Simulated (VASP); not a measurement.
# Be (Im-3m) in VASP: notebook, part 2 of 2

VASP 6.6.1.

## 6. Single point, revPBE (volume scaled by 1.12)

The input, INCAR:

```
SYSTEM = Be
PREC = Accurate
ENCUT = 520
EDIFF = 1E-6
ISMEAR = -1
SIGMA = 0.1
LREAL = .False.
LASPH = .True.
NELM = 60
ALGO = Normal
ISIF = 2
LWAVE = .False.
LCHARG = .False.
GGA = RE
NBANDS = 7
```

The input, KPOINTS:

```
Automatic mesh
0
Gamma
  20 20 20
  0 0 0
```

The input, POSCAR:

```
Be
1.0
   -1.3085367267      1.3085367267      1.3085367267
    1.3085367267     -1.3085367267      1.3085367267
    1.3085367267      1.3085367267     -1.3085367267
Be
1
Direct
    0.0000000000      0.0000000000      0.0000000000
```

Potentials or basis: VASP PAW PBE potentials, release 64 (Be).

Run with:

```
$ cat potpaw_PBE.64/Be/POTCAR > POTCAR
$ mpirun -np 1 vasp_std > vasp.out
```

OUTCAR:

```text
SYSTEM = Be
   PREC = Accurate
   ENCUT = 520
   EDIFF = 1E-6
   ISMEAR = -1
   LREAL = .False.
   LASPH = .True.
   NELM = 60
   ISIF = 2
   GGA = RE

 ion  position               nearest neighbor table
   1  0.000  0.000  0.000-

  LATTYP: Found a body centered cubic cell.
 ALAT       =     2.6170734534

  Lattice vectors:

 A1 = (  -1.3085367267,   1.3085367267,   1.3085367267)
 A2 = (   1.3085367267,  -1.3085367267,   1.3085367267)
 A3 = (   1.3085367267,   1.3085367267,  -1.3085367267)

Analysis of symmetry for initial positions (statically):
=====================================================================
 Subroutine PRICEL returns:
 Original cell was already a primitive cell.

 Routine SETGRP: Setting up the symmetry group for a
 body centered cubic supercell.

 Subroutine GETGRP returns: Found 48 space group operations
 (whereof 48 operations were pure point group operations)
 out of a pool of 48 trial point group operations.

The static configuration has the point symmetry O_h .

Analysis of symmetry for dynamics (positions and initial velocities):
=====================================================================
[... 152 lines left out ...]
  free energy    TOTEN  =        -3.42266937 eV

  energy without entropy =       -3.41607259  energy(sigma->0) =       -3.41937098

 E-fermi :   6.8621     XC(G=0): -10.2091

 val. band max:        6.8432705288   @ k =   0.3500   0.2500   0.0500
 cond. band min:       6.9099939497   @ k =   0.5000   0.0000   0.0000
 fundamental gap:      0.0667234209
 Fermi energy:         6.8621423285

 k-point     1 :       0.0000    0.0000    0.0000
  band No.  band energies     occupation
      1      -4.5900      2.00000
      2      24.4756      0.00000
      3      24.4756      0.00000
      4      24.4756      0.00000
      5      35.0904      0.00000
      6      35.0904      0.00000
      7      35.0904      0.00000
[... 221 lines left out ...]
 k-point    24 :       0.2500    0.1000    0.0000
  band No.  band energies     occupation
      1      -1.3324      2.00000
      2      13.7456      0.00000
      3      18.2041      0.00000
      4      20.8525      0.00000
      5      29.4601      0.00000
      6      30.2982      0.00000
      7      36.6400      0.00000

 [... further k-points ...]
[... 5 lines left out ...]
  --------------------------------------------------------------------------------------
  -------------------------------------------------------------------------------------
  Total       -0.6145923     -0.6145923     -0.6145923      0.0000000      0.0000000     -0.0000000
  in kB     -109.8702100   -109.8702100   -109.8702100      0.0000000      0.0000000     -0.0000000
  external PRESSURE =    -109.8702100 kB  Pullay stress =       0.0000000 kB

 VOLUME and BASIS-vectors are now :
 -----------------------------------------------------------------------------
  energy-cutoff  :      520.00
  volume of cell :        8.96
      direct lattice vectors                 reciprocal lattice vectors
    -1.308536727  1.308536727  1.308536727     0.000000000  0.382106203  0.382106203
     1.308536727 -1.308536727  1.308536727     0.382106203  0.000000000  0.382106203
     1.308536727  1.308536727 -1.308536727     0.382106203  0.382106203  0.000000000

 POSITION                                       TOTAL-FORCE (eV/Angst)
 -----------------------------------------------------------------------------------
      0.00000      0.00000      0.00000         0.000000      0.000000      0.000000
 -----------------------------------------------------------------------------------
    total drift:                                0.000000      0.000000      0.000000

  FREE ENERGIE OF THE ION-ELECTRON SYSTEM (eV)
  ---------------------------------------------------
  free  energy   TOTEN  =        -3.4226693671 eV

  energy  without entropy=       -3.4160725863  energy(sigma->0) =       -3.41937098
```

OSZICAR:

```text
N       E                     dE             d eps       ncg     rms          rms(c)
DAV:   1    -0.229464027753E+01   -0.22946E+01   -0.11308E+03  3871   0.234E+02
DAV:   2    -0.343492140701E+01   -0.11403E+01   -0.10895E+01  4949   0.244E+01
DAV:   3    -0.343718211740E+01   -0.22607E-02   -0.22605E-02  4200   0.923E-01
DAV:   4    -0.343718258341E+01   -0.46601E-06   -0.46609E-06  5355   0.141E-02
DAV:   5    -0.343718258354E+01   -0.12258E-09   -0.60852E-10  4179   0.600E-05    0.711E-01
DAV:   6    -0.342703467501E+01    0.10148E-01   -0.75315E-04  4088   0.281E-01    0.434E-01
DAV:   7    -0.342269287442E+01    0.43418E-02   -0.71186E-04  3682   0.280E-01    0.315E-02
DAV:   8    -0.342266816993E+01    0.24704E-04   -0.48836E-06  4277   0.218E-02    0.434E-03
DAV:   9    -0.342266945648E+01   -0.12866E-05   -0.35106E-07  4074   0.394E-03    0.156E-04
DAV:  10    -0.342266936709E+01    0.89396E-07   -0.28641E-09  2037   0.377E-04
   1 F= -.34226694E+01 E0= -.34193710E+01  d E =-.659678E-02
```

stdout:

```text
POSCAR found type information on POSCAR Be
 POSCAR found :  1 types and       1 ions
 scaLAPACK will be used
 -----------------------------------------------------------------------------
|                                                                             |
|                                                                             |
|     You enforced a specific xc type in the INCAR file but a different       |
|     I HOPE YOU KNOW WHAT YOU ARE DOING!                                     |
|                                                                             |
 -----------------------------------------------------------------------------

 LDA part: xc-table for (Slater+PW92), standard interpolation
 POSCAR, INCAR and KPOINTS ok, starting setup
 FFT: planning ... GRIDC
 FFT: planning ... GRID_SOFT
 FFT: planning ... GRID
 WAVECAR not read
 entering main loop
```

Run time: 5.6 s. Hardware: 1 thread of Intel Xeon 6975P-C (Granite Rapids), shared host; peak memory 0.12 GiB.

What came out:

```yaml
Free_energy: -3.4227 eV
Pressure: -11.0 GPa
Band_gap_on_the_k_mesh: zero (band 1 reaches 10.55 eV, above the bottom of band 2 at 5.79 eV)
```

Caveat: the cell differs from its parent crystal (volume scaled by 1.12); the PAW data sets were made with another functional, which shifts forces and pressure a little.

## 7. Relaxation of cell and atoms, revPBE

This run uses another cell than the first one, of 8.11 Å³/atom, 1.014 times its volume.

The input, INCAR:

```
ALGO = Normal ; EDIFF = 1E-6
EDIFFG = -0.01 ; ENCUT = 600
GGA = RE ; IBRION = 2
ISIF = 3 ; ISMEAR = -1
LASPH = T ; LCHARG = F
LREAL = F ; LWAVE = F
NELM = 80 ; NSW = 80
PREC = Accurate ; SIGMA = 0.1
```

The input, KPOINTS:

```
k-points
0
Gamma
  17 17 17
```

The input, POSCAR:

```
Be
1.0
   -1.2658080948      1.2658080948      1.2658080948
    1.2658080948     -1.2658080948      1.2658080948
    1.2658080948      1.2658080948     -1.2658080948
Be
1
Direct
    0.0000000000      0.0000000000      0.0000000000
```

Potentials or basis: VASP PAW PBE potentials, release 64 (Be).

Run with:

```
$ cat potpaw_PBE.64/Be/POTCAR > POTCAR
$ mpirun -np 1 vasp_std > vasp.out
```

OUTCAR:

```text
EDIFF = 1E-6
   EDIFFG = -0.01
   ENCUT = 600
   GGA = RE
   IBRION = 2
   ISIF = 3
   ISMEAR = -1
   LASPH = T
   LREAL = F
   NELM = 80
   NSW = 80
   PREC = Accurate

 ion  position               nearest neighbor table
   1  0.000  0.000  0.000-

  LATTYP: Found a body centered cubic cell.
 ALAT       =     2.5316161896

  Lattice vectors:

 A1 = (  -1.2658080948,   1.2658080948,   1.2658080948)
 A2 = (   1.2658080948,  -1.2658080948,   1.2658080948)
 A3 = (   1.2658080948,   1.2658080948,  -1.2658080948)

Analysis of symmetry for initial positions (statically):
=====================================================================
 Subroutine PRICEL returns:
 Original cell was already a primitive cell.

 Routine SETGRP: Setting up the symmetry group for a
[... 241 lines left out ...]
  ext. energy  EPLUGINS =         0.00000000
  ---------------------------------------------------
  free energy    TOTEN  =        -3.45517496 eV

  energy without entropy =       -3.44840324  energy(sigma->0) =       -3.45178910

 E-fermi :   7.9020     XC(G=0): -10.5714

 val. band max:        7.9013750788   @ k =  -0.4118   0.4706   0.3529
 cond. band min:       7.9272037961   @ k =   0.3529   0.2353   0.0588
 fundamental gap:      0.0258287173
 Fermi energy:         7.9019669144

 k-point     1 :       0.0000    0.0000    0.0000
  band No.  band energies     occupation
      1      -4.3233      2.00000
      2      27.1168      0.00000
      3      27.1168      0.00000
      4      27.1168      0.00000
      5      38.1347      0.00000
[... 177 lines left out ...]
 k-point    24 :       0.1765    0.1765    0.0000
  band No.  band energies     occupation
      1      -1.0447      2.00000
      2      16.7599      0.00000
      3      18.6810      0.00000
      4      22.8529      0.00000
      5      33.0921      0.00000

 [... further k-points ...]
[... 5 lines left out ...]
  --------------------------------------------------------------------------------------
  -------------------------------------------------------------------------------------
  Total       -0.0010804     -0.0010804     -0.0010804      0.0000000      0.0000000      0.0000000
  in kB       -0.2161880     -0.2161880     -0.2161880      0.0000000      0.0000000      0.0000000
  external PRESSURE =      -0.2161880 kB  Pullay stress =       0.0000000 kB
[... 16 lines left out ...]
  FREE ENERGIE OF THE ION-ELECTRON SYSTEM (eV)
  ---------------------------------------------------
  free  energy   TOTEN  =        -3.4551749551 eV

  energy  without entropy=       -3.4484032395  energy(sigma->0) =       -3.45178910

 reached required accuracy - stopping structural energy minimisation
```

OSZICAR:

```text
N       E                     dE             d eps       ncg     rms          rms(c)
DAV:   1    -0.124950951031E+01   -0.12495E+01   -0.11760E+03  1710   0.364E+02
DAV:   2    -0.346318229437E+01   -0.22137E+01   -0.20866E+01  2260   0.408E+01
DAV:   3    -0.347307757420E+01   -0.98953E-02   -0.98874E-02  2005   0.241E+00
DAV:   4    -0.347308068644E+01   -0.31122E-05   -0.31122E-05  2525   0.471E-02
DAV:   5    -0.347308068773E+01   -0.12971E-08   -0.30172E-09  2035   0.280E-04    0.774E-01
DAV:   6    -0.345970393417E+01    0.13377E-01   -0.15583E-03  1935   0.618E-01    0.476E-01
DAV:   7    -0.345468898548E+01    0.50149E-02   -0.14561E-03  1765   0.624E-01    0.297E-02
DAV:   8    -0.345465549125E+01    0.33494E-04   -0.75101E-06  2195   0.424E-02    0.558E-03
DAV:   9    -0.345465722549E+01   -0.17342E-05   -0.55364E-07  2040   0.643E-03    0.210E-04
DAV:  10    -0.345465716750E+01    0.57987E-07   -0.22369E-09  1210   0.512E-04
   1 F= -.34546572E+01 E0= -.34511596E+01  d E =-.345466E+01
       N       E                     dE             d eps       ncg     rms          rms(c)
DAV:   1    -0.345515761719E+01   -0.50039E-03   -0.15855E-03  1755   0.450E-01    0.162E-02
DAV:   2    -0.345515842532E+01   -0.80813E-06   -0.15993E-06  2115   0.168E-02
   2 F= -.34551584E+01 E0= -.34517567E+01  d E =-.501258E-03
       N       E                     dE             d eps       ncg     rms          rms(c)
DAV:   1    -0.345517459601E+01   -0.16979E-04   -0.59486E-05  1765   0.987E-02    0.277E-03
DAV:   2    -0.345517495509E+01   -0.35908E-06   -0.39357E-08  1960   0.238E-03
   3 F= -.34551750E+01 E0= -.34517891E+01  d E =-.517788E-03
```

Run time: 4.4 s. Hardware: 1 thread of Intel Xeon 6975P-C (Granite Rapids), shared host; peak memory 0.12 GiB.

What came out:

```
Free energy                            : -3.4552 eV
Relaxed volume                         : 8.01 Å³/atom
Relaxed cell                           : a = 2.183 Å, b = 2.183 Å, c = 2.183 Å, α = 109.47°, β = 109.47°, γ = 109.47°
Space group after relaxing (to 0.05 Å) : Im-3m (No. 229)
Energy gained by relaxing              : 0.5 meV/atom
Ionic steps                            : 3
Pressure after relaxing                : 0.0 GPa
Band gap on the k mesh                 : zero (band 1 reaches 11.09 eV, above the bottom of band 2 at 6.62 eV)
```

The path:
```tsv
step	energy change (eV)	largest force (eV/Å)	pressure (GPa)	volume (Å³)
1	0.0000	0.0000	-1.52	8.11
2	-0.0005	0.0000	-0.24	8.02
3	-0.0005	0.0000	-0.02	8.01
```

Final structure:
```
CELL_PARAMETERS angstrom
-1.26030 1.26030 1.26030
1.26030 -1.26030 1.26030
1.26030 1.26030 -1.26030
ATOMIC_POSITIONS crystal
Be 0.00000 0.00000 0.00000
```

Caveat: the PAW data sets were made with another functional, which shifts forces and pressure a little.

## 8. The runs side by side

| task | cell | k mesh | cutoff (eV) | gap on the mesh (eV) | pressure (GPa) |
| --- | --- | --- | --- | --- | --- |
| single point | a = 2.182 Å, angles 109.5°, 1 atom | 17 × 17 × 17 | 520 | none | 0.0 |
| single point | a = 2.123 Å, angles 109.5°, 1 atom | 20 × 20 × 20 | 520 | none | 11.3 |
| single point | a = 2.153 Å, angles 109.5°, 1 atom | 20 × 20 × 20 | 520 | none | 5.1 |
| single point | a = 2.239 Å, angles 109.5°, 1 atom | 20 × 20 × 20 | 520 | none | -8.0 |
| single point | a = 2.266 Å, angles 109.5°, 1 atom | 20 × 20 × 20 | 520 | none | -11.0 |
| relaxation of cell and atoms | relaxed from a = 2.192 Å, angles 109.5°, 1 atom | 17 × 17 × 17 | 600 | none | 0.0 |

Alike in all rows: level revPBE; potentials or basis VASP PAW PBE potentials, release 64 (Be); no spin polarisation; smearing fermi-dirac 0.1 eV.

Caveats: the PAW data sets were made with another functional, which shifts forces and pressure a little.

Absolute energies hang on the potentials; compare differences alone.
